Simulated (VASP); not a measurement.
A run of VASP 6.6.1:

INCAR

```
SYSTEM = Al2CdPt4
  PREC = Accurate
  ENCUT = 520
  EDIFF = 1E-6
  ISMEAR = 0
  SIGMA = 0.2445
  LREAL = .FALSE.
  LASPH = .TRUE.
  NELM = 100
  ALGO = Normal
  ISIF = 2
  LWAVE = .FALSE.
  LCHARG = .FALSE.
  GGA = CA
  NBANDS = 38
```

Contents of KPOINTS:

```
Automatic mesh
0
G
  4 4 4
  0 0 0
```

The input POSCAR:

```
Al2CdPt4
1.0
    0.0000000000      5.2536030000      0.0000000000
    5.2536030000      0.0000000000      0.0000000000
    2.6268020000      2.6268020000     -4.8721410000
Pt Cd Al
4 1 2
Direct
    0.3700000000      0.3800000000      0.7400000000
    0.6200000000      0.1100000000      0.2600000000
    0.8900000000      0.8800000000      0.7400000000
    0.1200000000      0.6300000000      0.2600000000
    0.5000000000      0.5000000000      0.0000000000
    0.7500000000      0.2500000000      0.5000000000
    0.0000000000      0.0000000000      0.0000000000
```

Potentials or basis: VASP PAW LDA potentials, release 64 (Pt, Cd, Al).

The run is started by

```bash
$ cat potpaw_LDA.64/Pt/POTCAR potpaw_LDA.64/Cd/POTCAR potpaw_LDA.64/Al/POTCAR > POTCAR
$ mpirun -np 1 vasp_std > vasp.out
```

Hardware: 1 thread of Intel(R) Xeon(R) Platinum 8259CL CPU @ 2.50GHz (Skylake/Cascade Lake), on a shared host.

Task: How long does it take, and how much memory?

Result: It took 75 s on 1 thread of Intel(R) Xeon(R) Platinum 8259CL CPU @ 2.50GHz (Skylake/Cascade Lake) (shared host), peak memory 0.25 GiB. Counts: scf iterations 13, k points 14.
